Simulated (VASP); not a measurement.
# Ge (Cmmm) in VASP: a series of runs

The runs below take Ge through single point, with LDA.

Program: VASP 6.6.1. These are calculated values, not measurements. Logs are shortened: lines on timing, memory, paths and dates and some standing lists are left out, and cuts for length are marked.

## 1. The cell of the first run

The structure is orthorhombic, space group Cmmm (No. 65). The conventional cell has a = 2.794 Å, b = 5.201 Å, c = 2.698 Å, α = 90.00°, β = 90.00°, γ = 90.00°. Within 3.6 Å of Ge (site symmetry mmm) lie 8 Ge at 2.70 to 2.95 Å.

## 2. Single point, LDA

INCAR reads:

```
SYSTEM = Ge
ALGO = Normal ; EDIFF = 1E-7
ENCUT = 520 ; ISIF = 2
ISMEAR = 1 ; LASPH = .True.
LCHARG = .True. ; LELF = .True.
LREAL = .False. ; LVHAR = .True.
LWAVE = .False. ; NBANDS = 13
NELM = 60 ; PREC = Accurate
SIGMA = 0.05
```

KPOINTS reads:

```
k-points
0
Gamma
  15 15 13
  0 0 0
```

POSCAR reads:

```
Ge
1.0
    1.3971490000     -2.6005160000      0.0000000000
    1.3971490000      2.6005160000      0.0000000000
    0.0000000000      0.0000000000      2.6982310000
Ge
1
Direct
    0.5000000000      0.5000000000      0.0000000000
```

Potentials or basis: VASP PAW LDA potentials, release 64 (Ge_d).

The run is started by

```bash
cat potpaw_LDA.64/Ge_d/POTCAR > POTCAR
mpirun -np 1 vasp_std > vasp.out
```

OUTCAR:

```text
SYSTEM = Ge
   EDIFF = 1E-7
   ENCUT = 520
   ISIF = 2
   ISMEAR = 1
   LASPH = .True.
   LREAL = .False.
   NELM = 60
   PREC = Accurate

 ion  position               nearest neighbor table
   1  0.500  0.500  0.000-

  LATTYP: Found a base centered orthorhombic cell.
 ALAT       =     2.7942980000
 B/A-ratio  =     1.8613018368
 C/A-ratio  =     0.9656203454

  Lattice vectors:

 A1 = (   1.3971490000,  -2.6005160000,   0.0000000000)
 A2 = (   1.3971490000,   2.6005160000,   0.0000000000)
 A3 = (   0.0000000000,   0.0000000000,   2.6982310000)

Analysis of symmetry for initial positions (statically):
=====================================================================
 Subroutine PRICEL returns:
 Original cell was already a primitive cell.

 Routine SETGRP: Setting up the symmetry group for a
 base centered orthorhombic supercell.

 Subroutine GETGRP returns: Found  8 space group operations
 (whereof  8 operations were pure point group operations)
 out of a pool of  8 trial point group operations.

The static configuration has the point symmetry D_2h.

Analysis of symmetry for dynamics (positions and initial velocities):
=====================================================================
 Subroutine PRICEL returns:
 Original cell was already a primitive cell.

 Routine SETGRP: Setting up the symmetry group for a
 base centered orthorhombic supercell.

 Subroutine GETGRP returns: Found  8 space group operations
 (whereof  8 operations were pure point group operations)
 out of a pool of  8 trial point group operations.

The dynamic configuration has the point symmetry D_2h.

 Subroutine INISYM returns: Found  8 space group operations
 (whereof  8 operations are pure point group operations),
 and found     1 'primitive' translations

----------------------------------------------------------------------------------------

                                     Primitive cell

  volume of cell :      19.6070

  direct lattice vectors                    reciprocal lattice vectors
     1.397149000 -2.600516000  0.000000000     0.357871637 -0.192269534  0.000000000
     1.397149000  2.600516000  0.000000000     0.357871637  0.192269534  0.000000000
     0.000000000  0.000000000  2.698231000     0.000000000  0.000000000  0.370613191

  length of vectors
     2.952068562  2.952068562  2.698231000     0.406250763  0.406250763  0.370613191

  position of ions in fractional coordinates (direct lattice)
     0.500000000  0.500000000  0.000000000

  ion indices of the primitive-cell ions
   primitive index   ion index
                 1           1

----------------------------------------------------------------------------------------

 KPOINTS: k-points

Automatic generation of k-mesh.
 Grid dimensions read from file:
 generate k-points for:   15   15   13

 Generating k-lattice:

  Cartesian coordinates                     Fractional coordinates (reciprocal lattice)
     0.023858109 -0.012817969  0.000000000     0.066666667  0.000000000  0.000000000
     0.023858109  0.012817969  0.000000000     0.000000000  0.066666667  0.000000000
     0.000000000  0.000000000  0.028508707     0.000000000  0.000000000  0.076923077

  Length of vectors
     0.027083384  0.027083384  0.028508707

  Shift w.r.t. Gamma in fractional coordinates (k-lattice)
     0.000000000  0.000000000  0.000000000

 Subroutine IBZKPT returns following result:
 ===========================================

 Found    448 irreducible k-points:

 Following reciprocal coordinates:
            Coordinates               Weight
  0.000000  0.000000  0.000000      1.000000
  0.066667  0.000000  0.000000      4.000000
  0.133333  0.000000  0.000000      4.000000
  0.200000  0.000000  0.000000      4.000000
  0.266667  0.000000  0.000000      4.000000
  0.333333  0.000000  0.000000      4.000000
[... 16 lines left out ...]
  0.133333  0.133333  0.000000      2.000000
  0.200000  0.133333  0.000000      4.000000
 [... further k-points ...]
   k-points           NKPTS =    448   k-points in BZ     NKDIM =    448   number of bands    NBANDS=     13
   number of dos      NEDOS =    301   number of ions     NIONS =      1
   total plane-waves  NPLWV =  11520
   dimension x,y,z NGX =    24 NGY =   24 NGZ =   20
   dimension x,y,z NGXF=    48 NGYF=   48 NGZF=   40
   ions per type =               1
   NGX,Y,Z   is equivalent  to a cutoff of  13.52, 13.52, 12.32 a.u.
   NGXF,Y,Z  is equivalent  to a cutoff of  27.03, 27.03, 24.65 a.u.
 SYSTEM =  Ge
   PREC   = accura    normal or accurate (medium, high low for compatibility)
   ISTART =      0    job   : 0-new  1-cont  2-samecut
   ICHARG =      2    charge: 1-file 2-atom 10-const
   ISPIN  =      1    spin polarized calculation?
   LNONCOLLINEAR =      F non collinear calculations
   LSORBIT =      F    spin-orbit coupling
   LASPH  =      T    aspherical Exc in radial PAW
   ENCUT  =  520.0 eV  38.22 Ry    6.18 a.u.   5.49  5.49  5.02*2*pi/ulx,y,z
   NELM   =     60;   NELMIN=  2; NELMDL= -5     # of ELM steps
   EDIFF  = 0.1E-06   stopping-criterion for ELM
   LREAL  =      F    real-space projection
   EDIFFG = 0.1E-05   stopping-criterion for IOM
   NSW    =      0    number of steps for IOM
   IBRION =     -1    ionic relax: 0-MD 1-quasi-New 2-CG
   NFREE  =      0    steps in history (QN), initial steepest desc. (CG)
   ISIF   =      2    stress and relaxation
   ISYM   =      2    0-nonsym 1-usesym 2-fastsym
   POTIM  = 0.5000    time-step for ionic-motion
   TEBEG  =    0.0;   TEEND  =   0.0 temperature during run
   PSTRESS=    0.0 pullay stress
   NELECT =      14.0000    total number of electrons
   NUPDOWN=      -1.0000    fix difference up-down
   EMIN   =  10.00;   EMAX   =-10.00  energy-range for DOS
   EFERMI =   0.00;   METHOD = LEGACY
   ISMEAR =     1;   SIGMA  =   0.05  broadening in eV -4-tet -1-fermi 0-gaus
   EFERMI_NEDOS =   21; number of points for ismear=-14 and -15
   IALGO  =     38    algorithm
   IMIX   =      4    mixing-type and parameters
     AMIX     =   0.40;   BMIX     =  1.00
     AMIX_MAG =   1.60;   BMIX_MAG =  1.00
  volume/ion in A,a.u.               =      19.61       132.31
  Fermi-wavevector in a.u.,A,eV,Ry     =   1.463234  2.765111 29.130796  2.141053
  Thomas-Fermi vector in A             =   2.579353
   LORBIT       =      0    0 simple, 1 ext, 2 COOP (PROOUT), +10 PAW based schemes
   GGA     = CA    functional components
   LHFCALC =     F    Hartree Fock is set to
   AEXX    =    0.0000 exact exchange contribution
   IVDW    =     0    specifies the selected vdW correction
   LEPSILON=     F    determine dielectric tensor
   LRPA    =     F    only Hartree local field effects (RPA)
 non-spin polarized calculation
 Methfessel and Paxton  Order N= 1 SIGMA  =   0.05
  energy-cutoff  :      520.00
  volume of cell :       19.61
 maximum number of plane-waves:       543
 NGX is ok and might be reduce to    24
   NGX = 11   NGY = 11   NGZ = 11

 number of electron      14.0000003 magnetization

 Free energy of the ion-electron system (eV)
  ---------------------------------------------------
  ext. energy  EPLUGINS =         0.00000000
  ---------------------------------------------------
  free energy    TOTEN  =        -4.96306007 eV

  energy without entropy =       -4.96302854  energy(sigma->0) =       -4.96304956

 E-fermi :   5.9562     XC(G=0): -11.3210

 val. band max:        5.9541192190   @ k =  -0.3333   0.0667   0.1538
 cond. band min:       5.9666577022   @ k =   0.0000   0.0000   0.2308
 fundamental gap:      0.0125384832
 Fermi energy:         5.9562326148

 k-point     1 :       0.0000    0.0000    0.0000
  band No.  band energies     occupation
      1     -18.8868      2.00000
      2     -18.8219      2.00000
      3     -18.7713      2.00000
      4     -18.6716      2.00000
      5     -18.6547      2.00000
      6      -6.9257      2.00000
      7      12.5335      0.00000
      8      12.9749      0.00000
      9      14.4632      0.00000
     10      16.1983      0.00000
     11      18.4807      0.00000
     12      20.8148      0.00000
     13      21.0055      0.00000

 k-point     2 :       0.0667    0.0000    0.0000
  band No.  band energies     occupation
      1     -18.8835      2.00000
      2     -18.8172      2.00000
      3     -18.7719      2.00000
      4     -18.6723      2.00000
      5     -18.6569      2.00000
      6      -6.8182      2.00000
      7      12.5359      0.00000
      8      12.6376      0.00000
      9      13.4918      0.00000
     10      16.5006      0.00000
     11      18.5060      0.00000
     12      19.6857      0.00000
     13      21.5633      0.00000

 k-point     3 :       0.1333    0.0000    0.0000
  band No.  band energies     occupation
      1     -18.8751      2.00000
      2     -18.8052      2.00000
      3     -18.7716      2.00000
      4     -18.6745      2.00000
      5     -18.6627      2.00000
      6      -6.4958      2.00000
      7      10.9834      0.00000
      8      12.2059      0.00000
      9      12.9464      0.00000
     10      16.6372      0.00000
     11      17.6378      0.00000
     12      20.5351      0.00000
     13      23.2540      0.00000
[... 305 lines left out ...]
 k-point    23 :       0.1333    0.1333    0.0000
  band No.  band energies     occupation
      1     -18.8585      2.00000
      2     -18.7909      2.00000
      3     -18.7518      2.00000
      4     -18.6817      2.00000
      5     -18.6756      2.00000
      6      -5.5881      2.00000
      7       7.9500      0.00000
      8      10.2508      0.00000
      9      13.7916      0.00000
     10      17.1927      0.00000
     11      17.7487      0.00000
     12      19.7456      0.00000
     13      28.4530      0.00000

 k-point    24 :       0.2000    0.1333    0.0000
  band No.  band energies     occupation
      1     -18.8499      2.00000
      2     -18.7954      2.00000
      3     -18.7242      2.00000
      4     -18.6919      2.00000
      5     -18.6778      2.00000
      6      -4.8200      2.00000
      7       6.0788     -0.00286
      8       8.9538      0.00000
      9      14.4642      0.00000
     10      17.0608      0.00000
     11      18.6967      0.00000
     12      20.8726      0.00000
     13      26.9782      0.00000

 [... further k-points ...]
[... 5 lines left out ...]
  --------------------------------------------------------------------------------------
  -------------------------------------------------------------------------------------
  Total       -0.6028934     -0.7325407     -0.8262977     -0.0000000      0.0000000      0.0000000
  in kB      -49.2651453    -59.8592113    -67.5205114     -0.0000000      0.0000000      0.0000000
  external PRESSURE =     -58.8816226 kB  Pullay stress =       0.0000000 kB

 VOLUME and BASIS-vectors are now :
 -----------------------------------------------------------------------------
  energy-cutoff  :      520.00
  volume of cell :       19.61
      direct lattice vectors                 reciprocal lattice vectors
     1.397149000 -2.600516000  0.000000000     0.357871637 -0.192269534  0.000000000
     1.397149000  2.600516000  0.000000000     0.357871637  0.192269534  0.000000000
     0.000000000  0.000000000  2.698231000     0.000000000  0.000000000  0.370613191

 POSITION                                       TOTAL-FORCE (eV/Angst)
 -----------------------------------------------------------------------------------
      1.39715      0.00000      0.00000         0.000000     -0.000000      0.000000
 -----------------------------------------------------------------------------------
    total drift:                               -0.000000     -0.000000     -0.000000

  FREE ENERGIE OF THE ION-ELECTRON SYSTEM (eV)
  ---------------------------------------------------
  free  energy   TOTEN  =        -4.9630600691 eV

  energy  without entropy=       -4.9630285407  energy(sigma->0) =       -4.96304956
```

It took 40 s on 1 thread of Intel Xeon Platinum 8259CL at 2.50GHz (Skylake/Cascade Lake), shared host; peak memory 0.2 GiB.

What came out:

```yaml
Free_energy: -4.9631 eV
Pressure: -5.9 GPa
Band_gap_on_the_k_mesh: zero (bands 7 and 8 overlap by 9.76 eV)
```

Caveat: the cell stands under tension.

## 3. Single point, LDA

INCAR reads:

```
PREC = Accurate ; ENCUT = 520
EDIFF = 1E-6 ; ISMEAR = 1
SIGMA = 0.05 ; LREAL = F
LASPH = T ; NELM = 100
ALGO = Normal ; ISIF = 2
LWAVE = F ; LCHARG = F
NBANDS = 13
```

KPOINTS reads:

```
Automatic mesh
0
Gamma
  18 18 16
```

POSCAR is that of step 2.

Potentials or basis: VASP PAW LDA potentials, release 64 (Ge_d).

The run is started by

```bash
cat potpaw_LDA.64/Ge_d/POTCAR > POTCAR
mpirun -np 1 vasp_std > vasp.out
```

Run time: 67 s. Hardware: 1 thread of Intel Xeon Platinum 8259CL at 2.50GHz (Skylake/Cascade Lake), shared host; peak memory 0.28 GiB.

The run converged. Its results:

- Free energy: -4.9600 eV
- Pressure: -5.7 GPa
- Band gap on the k mesh: zero (bands 7 and 8 overlap by 9.83 eV)

Stress tensor (GPa, compression positive):
```
-4.48  0.00  0.00
 0.00 -7.24  0.00
 0.00  0.00 -5.50
```

Levels at points of the mesh, in eV from the Fermi level:
| k point | band 3 | band 4 | band 5 | band 6 | band 7 | band 8 | band 9 | band 10 | band 11 | band 12 |
| --- | --- | --- | --- | --- | --- | --- | --- | --- | --- | --- |
| (0.00, 0.00, 0.00) | -24.72 | -24.62 | -24.60 | -12.88 | 6.58 | 7.02 | 8.51 | 10.25 | 12.53 | 14.87 |
| (0.50, 0.00, 0.00) | -24.66 | -24.63 | -24.62 | -7.86 | -5.27 | 3.39 | 7.53 | 10.38 | 16.49 | 16.56 |
| (0.50, 0.50, 0.00) | -24.66 | -24.64 | -24.61 | -8.72 | -5.48 | 5.15 | 9.21 | 9.73 | 15.78 | 16.20 |
| (0.00, 0.00, 0.50) | -24.69 | -24.67 | -24.63 | -9.14 | -5.66 | 9.79 | 11.28 | 16.07 | 16.12 | 17.30 |
| (0.50, 0.00, 0.50) | -24.70 | -24.62 | -24.53 | -3.76 | -2.23 | -1.61 | 3.72 | 6.21 | 11.66 | 13.21 |
| (0.50, 0.50, 0.50) | -24.68 | -24.63 | -24.55 | -4.71 | -2.39 | -2.25 | 3.34 | 7.98 | 13.46 | 14.90 |

Caveat: the cell stands under tension.
